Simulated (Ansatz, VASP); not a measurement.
## BiO4 in VASP and in Ansatz

```xyz
5
Lattice="4.5149 0.0000 0.0000 -2.2575 3.9100 0.0000 0.0000 0.0000 4.1584" Properties=species:S:1:pos:R:3 pbc="T T T"
Bi    0.0000    0.0000    2.0792
O     2.2575    0.0000    2.0792
O    -1.1287    1.9550    2.0792
O     1.1287    1.9550    2.0792
O     0.0000    0.0000    0.0000
```

Alike in both runs: functional PBE; k mesh 12 × 12 × 10; occupations gaussian, width 0.1 eV; no spin polarisation.

Ansatz relaxed the structure, and its values are those at the end. VASP's run is a single point on that final structure, the one shown.

```csv
,VASP,Ansatz
version,VASP 6.6.1,Ansatz 0.2.0
potentials or method,"VASP PAW PBE potentials, release 64 (Bi_d, O), cutoff 520 eV","scalar-relativistic, plane waves, PAW"
valence electrons in the cell,39,39
```

Ansatz gave:

| Item | Value |
| --- | --- |
| gap on the k mesh at the Fermi level (eV) | none |
| pressure (GPa) | 0.0 |

**Question.** What did VASP give for the same quantities?

**Answer.** gap on the k mesh at the Fermi level (eV): none; pressure (GPa): 0.2.

A gap of «none» marks a metal or a gap that the smearing closes. With one functional, cell and mesh, what is left measures potentials, basis and numerics.

Spin-orbit coupling is off throughout.
